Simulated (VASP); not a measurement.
Set up this calculation in VASP 6.6.1, as the native input.

```
Task                   : single point
Functional             : PBE
Potentials or basis    : VASP PAW PBE potentials, release 64 (Ni)
Cutoff                 : 520 eV
k mesh                 : 12 × 12 × 12
Occupations            : gaussian, width 0.1 eV
Spin                   : collinear spin, ferromagnetic start
Starting moments       : [0.75, 0.75, 0.75, 0.75] μB
Dipole correction      : no
Further INCAR settings : ALGO = Fast; EDIFF = 1e-06; NBANDS = 32
```

The structure of Ni lies in POSCAR:

```
Ni
1.0
    3.5185213055      0.0000000000      0.0000000000
    0.0000000000     -3.5185213055      0.0000000000
    0.0000000000      0.0000000000     -3.5185213055
Ni
4
Direct
    0.0000000000      0.5000000000      0.5000000000
    0.5000000000      0.0000000000      0.5000000000
    0.5000000000      0.5000000000      0.0000000000
    0.0000000000      0.0000000000      0.0000000000
```

The input as run:

INCAR

```
SYSTEM = Ni
ALGO = Fast ; EDIFF = 1E-6
ENCUT = 520 ; GGA = PE
ISIF = 2 ; ISMEAR = 0
ISPIN = 2 ; LASPH = .TRUE.
LCHARG = .FALSE. ; LMAXMIX = 4
LORBIT = 11 ; LREAL = .FALSE.
LWAVE = .FALSE. ; MAGMOM = 0.75 0.75 0.75 0.75
NBANDS = 32 ; NELM = 150
PREC = Accurate ; SIGMA = 0.1
```

KPOINTS

```
k-points
0
G
  12 12 12
  0 0 0
```

Potentials or basis: VASP PAW PBE potentials, release 64 (Ni).

Command:

```sh
$ cat potpaw_PBE.64/Ni/POTCAR > POTCAR
$ mpirun -np 1 vasp_std > vasp.out
```

It gave:

* Pressure: 0.0 GPa
* Net moment: 2.57 μB per cell
* Site moments: Ni +0.65 μB
* Valence electrons inside the program's atomic spheres: Ni 9.31

Wall time 4.6 min on 1 thread of AMD EPYC 7R43 64-Core Processor (Zen 3), with other jobs on the host, peak memory 0.24 GiB.
